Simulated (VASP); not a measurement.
**SnO: single point with LDA**

Crystal: SnO.

```xyz
4
Lattice="3.8020 0.0000 0.0000 0.0000 3.8020 0.0000 0.0000 0.0000 4.8360" Properties=species:S:1:pos:R:3 pbc="T T T"
Sn    0.0000    1.9010    1.1534
Sn    1.9010    0.0000    3.6826
O     0.0000    0.0000    0.0000
O     1.9010    1.9010    0.0000
```

```
Program             : VASP 6.6.1
Task                : single point
Functional          : LDA
Potentials or basis : VASP PAW LDA potentials, release 64 (Sn_d, O)
Cutoff              : 520 eV
k mesh              : 10 × 10 × 8
Occupations         : gaussian, width 0.03 eV
Spin                : no spin polarisation
```

```json
{"Pressure": "-2.5 GPa", "Largest force": "0.152 eV/Å", "Band gap on the k mesh": "0.08 eV (least direct gap 1.96 eV)"}
```

Forces on the atoms (eV/Å):
```
Sn   0.000  0.000 -0.152
Sn   0.000  0.000  0.152
O    0.000  0.000  0.000
O    0.000  0.000  0.000
```

Stress tensor (GPa, compression positive):
```
-2.59  0.00  0.00
 0.00 -2.59  0.00
 0.00  0.00 -2.44
```

Levels at points of the mesh, in eV from the valence-band top:
| k point | band 16 | band 17 | band 18 | band 19 | band 20 | band 21 | band 22 | band 23 | band 24 | band 25 |
| --- | --- | --- | --- | --- | --- | --- | --- | --- | --- | --- |
| (0.00, 0.00, 0.00) | -6.30 | -3.46 | -3.15 | -3.15 | -0.01 | 2.08 | 4.25 | 4.68 | 4.68 | 5.61 |
| (0.50, 0.00, 0.00) | -5.03 | -4.86 | -4.86 | -2.70 | -2.70 | 3.15 | 3.15 | 5.87 | 5.87 | 5.92 |
| (0.50, 0.50, 0.00) | -5.16 | -2.48 | -2.48 | -1.88 | -1.88 | 0.08 | 0.08 | 4.39 | 4.39 | 7.18 |
| (0.00, 0.00, 0.50) | -3.53 | -3.17 | -3.17 | -3.11 | -2.19 | 1.54 | 2.90 | 2.90 | 3.67 | 7.86 |
| (0.50, 0.00, 0.50) | -5.49 | -4.82 | -4.82 | -1.71 | -1.71 | 2.57 | 2.57 | 5.38 | 5.38 | 6.59 |
| (0.50, 0.50, 0.50) | -5.63 | -2.69 | -2.69 | -2.48 | -2.48 | 2.37 | 2.37 | 4.00 | 4.00 | 5.55 |

Run time: 3.8 min on 1 thread of Intel Xeon 8259CL, on a shared host, peak memory 0.27 GiB.

Caveat: spin-orbit coupling is left out, which moves the levels of the heavy elements. A k mesh can miss the band edges.
